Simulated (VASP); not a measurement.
# In3As (P4/mmm) in VASP: further runs, part 2 of 2

VASP 6.6.1.

## (4) Single point, PBE+D3(BJ) (strain -0.0750 x Voigt [1, 0, 0, 0, 0, 0])

INCAR

```
PREC     = Accurate       # precision mode
ENCUT    = 520            # plane-wave cutoff, eV
EDIFF    = 1E-6           # SCF threshold, eV
ISMEAR   = 0              # smearing method
SIGMA    = 0.15           # smearing width, eV
LREAL    = False          # projectors in reciprocal space
LASPH    = True           # aspherical terms in the spheres
NELM     = 60             # most SCF steps
ALGO     = Fast           # electronic algorithm
ISIF     = 2              # what is computed and relaxed
LWAVE    = False          # write WAVECAR
LCHARG   = False          # write CHGCAR
GGA      = PE             # functional
IVDW     = 12             # dispersion correction
NBANDS   = 30             # bands
```

KPOINTS

```
Automatic mesh
0
Gamma
  10 10 10
```

POSCAR

```
In3As
1.0
    4.2569752317      0.0000000000      0.0000000000
    0.0000000000      4.6021353856      0.0000000000
    0.0000000000      0.0000000000      4.6021353856
In As
3 1
Direct
    0.0000000000      0.5000000000      0.5000000000
    0.5000000000      0.0000000000      0.5000000000
    0.5000000000      0.5000000000      0.0000000000
    0.0000000000      0.0000000000      0.0000000000
```

Potentials or basis: VASP PAW PBE potentials, release 64 (In_d, As).

Run with:

```
> cat potpaw_PBE.64/In_d/POTCAR potpaw_PBE.64/As/POTCAR > POTCAR
> mpirun -np 1 vasp_std > vasp.out
```

OUTCAR:

```text
PREC = Accurate
   ENCUT = 520
   EDIFF = 1E-6
   ISMEAR = 0
   LREAL = False
   LASPH = True
   NELM = 60
   ISIF = 2
   GGA = PE
   IVDW = 12
 IVDW          = 12

 ion  position               nearest neighbor table
   1  0.000  0.500  0.500-   2 3.13   3 3.13   3 3.13   2 3.13   2 3.13   3 3.13   3 3.13   2 3.13
                             4 3.25   4 3.25   4 3.25   4 3.25
   2  0.500  0.000  0.500-   1 3.13   4 3.13   4 3.13   1 3.13   1 3.13   4 3.13   4 3.13   1 3.13
                             3 3.25   3 3.25   3 3.25   3 3.25
   3  0.500  0.500  0.000-   1 3.13   4 3.13   1 3.13   4 3.13   1 3.13   4 3.13   1 3.13   4 3.13
                             2 3.25   2 3.25   2 3.25   2 3.25
   4  0.000  0.000  0.000-   2 3.13   3 3.13   2 3.13   3 3.13   2 3.13   3 3.13   2 3.13   3 3.13
                             1 3.25   1 3.25   1 3.25   1 3.25

  LATTYP: Found a simple tetragonal cell.
 ALAT       =     4.6021353856
 C/A-ratio  =     0.9250000000

  Lattice vectors:

 A1 = (   0.0000000000,   4.6021353856,   0.0000000000)
 A2 = (   0.0000000000,   0.0000000000,   4.6021353856)
 A3 = (   4.2569752317,   0.0000000000,   0.0000000000)

Analysis of symmetry for initial positions (statically):
=====================================================================
 Subroutine PRICEL returns:
 Original cell was already a primitive cell.

 Routine SETGRP: Setting up the symmetry group for a
 simple tetragonal supercell.

 Subroutine GETGRP returns: Found 16 space group operations
 (whereof 16 operations were pure point group operations)
 out of a pool of 16 trial point group operations.

The static configuration has the point symmetry D_4h.

Analysis of symmetry for dynamics (positions and initial velocities):
=====================================================================
 Subroutine PRICEL returns:
 Original cell was already a primitive cell.

 Routine SETGRP: Setting up the symmetry group for a
 simple tetragonal supercell.
[... 129 lines left out ...]
     AMIX_MAG =   1.60;   BMIX_MAG =  1.00
  volume/ion in A,a.u.               =      22.54       152.11
  Fermi-wavevector in a.u.,A,eV,Ry     =   1.288900  2.435667 22.602844  1.661262
  Thomas-Fermi vector in A             =   2.420825
   LORBIT       =      0    0 simple, 1 ext, 2 COOP (PROOUT), +10 PAW based schemes
   GGA     = PE    functional components
   LHFCALC =     F    Hartree Fock is set to
   AEXX    =    0.0000 exact exchange contribution
   IVDW    =    12    specifies the selected vdW correction
   LEPSILON=     F    determine dielectric tensor
   LRPA    =     F    only Hartree local field effects (RPA)
 non-spin polarized calculation
 RMM-DIIS sequential band-by-band and
 Gauss-broadening in eV      SIGMA  =   0.15
  energy-cutoff  :      520.00
  volume of cell :       90.16
 maximum number of plane-waves:      2454
 NGX is ok and might be reduce to    32
   NGX = 15   NGY = 17   NGZ = 17

 number of electron      43.9999996 magnetization

 Free energy of the ion-electron system (eV)
  ---------------------------------------------------
  ext. energy  EPLUGINS =         0.00000000
  ---------------------------------------------------
  free energy    TOTEN  =       -11.80847602 eV

  energy without entropy =      -11.78742835  energy(sigma->0) =      -11.79795219

 E-fermi :   8.1537     XC(G=0): -10.7282

 val. band max:        8.1514652241   @ k =   0.0000   0.3000   0.1000
 cond. band min:       8.1624474300   @ k =   0.2000   0.2000   0.1000
 fundamental gap:      0.0109822059
 Fermi energy:         8.1537001292

 k-point     1 :       0.0000    0.0000    0.0000
  band No.  band energies     occupation
      1      -6.8643      2.00000
      2      -6.8493      2.00000
      3      -6.8493      2.00000
      4      -6.7753      2.00000
      5      -6.6539      2.00000
      6      -6.5717      2.00000
[... 781 lines left out ...]
     29      12.7656      0.00000
     30      16.6059      0.00000

 [... further k-points ...]

------------------------ aborting loop because EDIFF is reached ----------------------------------------

 Edisp (eV)   -1.58082

 E8    (eV) :    -0.7586

  FORCE on cell =-STRESS in cart. coord.  units (eV):
  Direction    XX          YY          ZZ          XY          YZ          ZX
  --------------------------------------------------------------------------------------
  -------------------------------------------------------------------------------------
  Total       2.29958     2.66706     2.66706     0.00000     0.00000     0.00000
  in kB      40.86378    47.39399    47.39399     0.00000     0.00000     0.00000
  external pressure =       45.22 kB  Pullay stress =        0.00 kB

 VOLUME and BASIS-vectors are now :
 -----------------------------------------------------------------------------
  energy-cutoff  :      520.00
  volume of cell :       90.16
      direct lattice vectors                 reciprocal lattice vectors
     4.256975232  0.000000000  0.000000000     0.234908578  0.000000000  0.000000000
     0.000000000  4.602135386  0.000000000     0.000000000  0.217290435  0.000000000
     0.000000000  0.000000000  4.602135386     0.000000000  0.000000000  0.217290435

 POSITION                                       TOTAL-FORCE (eV/Angst)
 -----------------------------------------------------------------------------------
      0.00000      2.30107      2.30107         0.000000      0.000000      0.000000
      2.12849      0.00000      2.30107         0.000000      0.000000      0.000000
      2.12849      2.30107      0.00000         0.000000      0.000000      0.000000
      0.00000      0.00000      0.00000         0.000000      0.000000      0.000000
 -----------------------------------------------------------------------------------
    total drift:                                0.000000     -0.000000     -0.000000

  FREE ENERGIE OF THE ION-ELECTRON SYSTEM (eV)
  ---------------------------------------------------
  free  energy   TOTEN  =       -13.3892981835 eV

  energy  without entropy=      -13.3682505137  energy(sigma->0) =      -13.37877435
```

OSZICAR:

```text
N       E                     dE             d eps       ncg     rms          rms(c)
DAV:   1     0.400148175772E+03    0.40015E+03   -0.21283E+04  7566   0.200E+03
DAV:   2     0.268903499896E+02   -0.37326E+03   -0.36560E+03  7584   0.454E+02
DAV:   3    -0.104486521822E+02   -0.37339E+02   -0.36550E+02  9038   0.162E+02
DAV:   4    -0.119487086829E+02   -0.15001E+01   -0.14948E+01  8844   0.338E+01
DAV:   5    -0.120148979761E+02   -0.66189E-01   -0.66181E-01 10962   0.593E+00    0.554E+00
RMM:   6    -0.118281699570E+02    0.18673E+00   -0.30843E-01  8620   0.505E+00    0.298E+00
RMM:   7    -0.118110440280E+02    0.17126E-01   -0.65272E-02  9947   0.189E+00    0.109E+00
RMM:   8    -0.118080652713E+02    0.29788E-02   -0.17966E-02  9412   0.996E-01    0.175E-01
RMM:   9    -0.118083932744E+02   -0.32800E-03   -0.45869E-03 12206   0.463E-01    0.165E-01
RMM:  10    -0.118084618065E+02   -0.68532E-04   -0.84072E-04 10491   0.217E-01    0.398E-02
RMM:  11    -0.118084637326E+02   -0.19261E-05   -0.29136E-04 11030   0.130E-01    0.245E-02
RMM:  12    -0.118084748955E+02   -0.11163E-04   -0.14001E-04 12633   0.667E-02    0.964E-03
RMM:  13    -0.118084759960E+02   -0.11005E-05   -0.16662E-05 10337   0.233E-02    0.463E-03
RMM:  14    -0.118084760244E+02   -0.28434E-07   -0.39191E-06  5711   0.158E-02
   1 F= -.13389298E+02 E0= -.13378774E+02  d E =-.210477E-01
```

stdout:

```text
POSCAR found type information on POSCAR InAs
 POSCAR found :  2 types and       4 ions
 scaLAPACK will be used
 LDA part: xc-table for (Slater+PW92), standard interpolation
 POSCAR, INCAR and KPOINTS ok, starting setup
 FFT: planning ... GRIDC
 FFT: planning ... GRID_SOFT
 FFT: planning ... GRID
 WAVECAR not read
 entering main loop
```

Run time: 4.6 min. Hardware: 1 thread of Intel Xeon 6975P-C, shared host; peak memory 0.41 GiB.

What came out:

- Free energy: -13.3893 eV
- Pressure: 4.5 GPa
- Band gap on the k mesh: zero (band 22 reaches 9.36 eV, above the bottom of band 23 at 4.18 eV)
- Dispersion energy per atom: -0.395 eV

Caveat: the cell differs from its parent crystal (strain -0.0750 x Voigt [1, 0, 0, 0, 0, 0]); spin-orbit coupling is left out, which moves the levels of the heavy elements; pairwise dispersion overbinds metals, which lowers pressure and volume.

## (5) The runs side by side

```csv
cell,gap on the mesh (eV),pressure (GPa)
"a = 3.912, b = 4.602, c = 4.602 Å, 4 atoms",none,11.4
"a = 4.084, b = 4.602, c = 4.602 Å, 4 atoms",none,7.6
"a = 4.257, b = 4.602, c = 4.602 Å, 4 atoms",none,4.5
```

Alike in all rows: task single point; level PBE+D3(BJ); potentials or basis VASP PAW PBE potentials, release 64 (In_d, As); no spin polarisation; k mesh 10 × 10 × 10; cutoff (eV) 520; smearing gaussian 0.15 eV.

Caveats: spin-orbit coupling is left out, which moves the levels of the heavy elements; pairwise dispersion overbinds metals, which lowers pressure and volume.

Absolute energies hang on the potentials; compare differences alone.
